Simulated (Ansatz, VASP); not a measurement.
**Two plane-wave programs on BaTe**

```
Ba Te
1.0
    -0.04744    3.52027    3.52027
     3.52027   -0.04744    3.52027
     3.52027    3.52027   -0.04744
Ba Te
1 1
Direct
  0.00000 0.00000 0.00000
  0.50000 0.50000 0.50000
```

Change from the starting cell: epitaxial_111 strain +1.0%.

Alike in both runs: task single point; functional PBE; k mesh 6 × 6 × 6; occupations fermi-dirac, width 0.02 eV; no spin polarisation.

```csv
,VASP,Ansatz
version,VASP 6.6.1,Ansatz 0.2.0
potentials or method,"VASP PAW PBE potentials, release 64 (Ba_sv, Te)","plane waves, PAW"
plane-wave cutoff (eV),520,420
valence electrons in the cell,16,26
```

```csv
,VASP,Ansatz,Ansatz less VASP
gap on the k mesh at the Fermi level (eV),1.55,1.63,+0.076
pressure (GPa),0.0,-0.3,-0.29
"traceless stress, the component that is largest in VASP (GPa)",0.15,0.15,+0.001
```

VASP's potentials hold 16 valence electrons a cell and Ansatz's 26, so a difference there can come from the potentials and not from the codes.

Spin-orbit coupling is off throughout.
